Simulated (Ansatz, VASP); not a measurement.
# Al3Sb2P in VASP and in Ansatz

INCAR

```
SYSTEM = Al3Sb2P
ALGO     = Normal         ! electronic algorithm
EDIFF    = 1E-6           ! SCF threshold, eV
EDIFFG   = -0.01          ! ionic threshold
ENCUT    = 600            ! plane-wave cutoff, eV
GGA      = PE             ! functional
IBRION   = 2              ! ionic algorithm
ISIF     = 3              ! what is computed and relaxed
ISMEAR   = 0              ! smearing method
LASPH    = .True.         ! aspherical terms in the spheres
LCHARG   = .False.        ! write CHGCAR
LREAL    = .False.        ! projectors in reciprocal space
LWAVE    = .False.        ! write WAVECAR
NELM     = 80             ! most SCF steps
NSW      = 100            ! ionic steps
PREC     = Accurate       ! precision mode
SIGMA    = 0.1            ! smearing width, eV
```

File KPOINTS:

```
k-points
0
Gamma
  12 12 4
  0 0 0
```

Contents of POSCAR:

```
Al3Sb2P
1.0
    3.7787865215      0.0000000000      0.0000000000
   -1.8893932607      3.2725251231      0.0000000000
    0.0000000000      0.0000000000     10.7115454418
Al Sb P
3 2 1
Direct
    0.6666666667      0.3333333333      0.0507269116
    0.6666666667      0.3333333333      0.4116990465
    0.0000000000      0.0000000000      0.5817071047
    0.3333333333      0.6666666667      0.7537298332
    0.3333333333      0.6666666667      0.2483581707
    0.0000000000      0.0000000000      0.9537789532
```

Input for Ansatz:

```yaml
crystal:
  lattice:
    - [3.7787865215, 0.0, 0.0]
    - [-1.8893932607, 3.2725251231, 0.0]
    - [0.0, 0.0, 10.7115454418]
  atoms:
    - { symbol: Al, position: [0.6666666667, 0.3333333333, 0.0507269116] }
    - { symbol: Al, position: [0.6666666667, 0.3333333333, 0.4116990465] }
    - { symbol: Al, position: [0.0, 0.0, 0.5817071047] }
    - { symbol: Sb, position: [0.3333333333, 0.6666666667, 0.7537298332] }
    - { symbol: Sb, position: [0.3333333333, 0.6666666667, 0.2483581707] }
    - { symbol: P, position: [0.0, 0.0, 0.9537789532] }
basis:
  ecutwfc: 420
kpoints:
  mp_grid: { grid: [12, 12, 4] }
hamiltonian:
  xc: pbe
scf:
  occupations: { method: gaussian, width: 0.1 }
output:
  forces: true
  stress: true
  eigenvalues: true
  write_density: true
  write_potential: true
  elf: true
  volumetric_format: npy
relax:
  adjacent_minimum: "off"
  f_tol: 0.01
  max_steps: 80
  cell: { stress_tol: 0.05 }
```

Change from the starting cell: species swapped into the Y2Ga3Ni type (P3m1, No. 156).

Alike in both runs: task relaxation of cell and atoms; functional PBE; k mesh 12 × 12 × 4; occupations gaussian, width 0.1 eV; no spin polarisation.

|  | VASP | Ansatz |
| --- | --- | --- |
| version | VASP 6.6.1 | Ansatz 0.2.0 |
| potentials or method | VASP PAW PBE potentials, release 64 (Al, Sb, P), cutoff 600 eV | scalar-relativistic, plane waves, PAW |
| valence electrons in the cell | 24 | 44 |

Ansatz gave:

| Item | Value |
| --- | --- |
| gap on the k mesh at the Fermi level, each at its own relaxed structure (eV) | none |
| relaxed volume (Å³/atom) | 22.07 |
| relaxed length of the cell vector where the two differ most in proportion (Å) | 11.012 |

Estimate VASP's values.

gap on the k mesh at the Fermi level, each at its own relaxed structure (eV): none; relaxed volume (Å³/atom): 22.09; relaxed length of the cell vector where the two differ most in proportion (Å): 11.023.

A gap of «none» marks a metal or a gap that the smearing closes. VASP's potentials hold 24 valence electrons a cell and Ansatz's 44, so a difference there can come from the potentials and not from the codes.

Spin-orbit coupling is off throughout.
